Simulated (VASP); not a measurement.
Runs of VASP 6.6.1 on Hg. The structure is that of space group I4/mmm (No. 139), or close to it. The cells are those of the table. 

```tsv
task	cell	k mesh	cutoff (eV)	gap on the mesh (eV)	pressure (GPa)	relaxed volume (Å³/atom)
relaxation of cell and atoms	relaxed from a = 3.437 Å, angles 106.0, 106.0, 116.8°, 1 atom	16 × 16 × 16	600	none	0.0	24.13
single point	a = 3.153 Å, angles 106.3, 106.3, 116.0°, 1 atom	16 × 16 × 16	520	none	(a)	-
relaxation of cell and atoms	relaxed from a = 3.153 Å, angles 106.3, 106.3, 116.0°, 1 atom	16 × 16 × 16	600	none	0.0	24.13
single point	a = 3.437 Å, angles 106.0, 106.0, 116.8°, 1 atom	6 × 6 × 6	520	none	-3.1	-
```

Alike in all rows: level PBEsol; potentials or basis VASP PAW PBE potentials, release 64 (Hg); no spin polarisation; smearing gaussian 0.1 eV.

Problem. Estimate the missing entries.

Solution. (a) 0.3.

Caveats: some runs use coarse meshes; the PAW data sets were made with another functional, which shifts forces and pressure a little; spin-orbit coupling is left out, which moves the levels of the heavy elements; the volume moved by over 15 % at a fixed basis, so the end points are rough (at least some runs).

A k mesh can miss the band edges, and the runs leave out spin-orbit coupling on Hg.

A gap of «none» marks levels without a gap at the run's occupations.
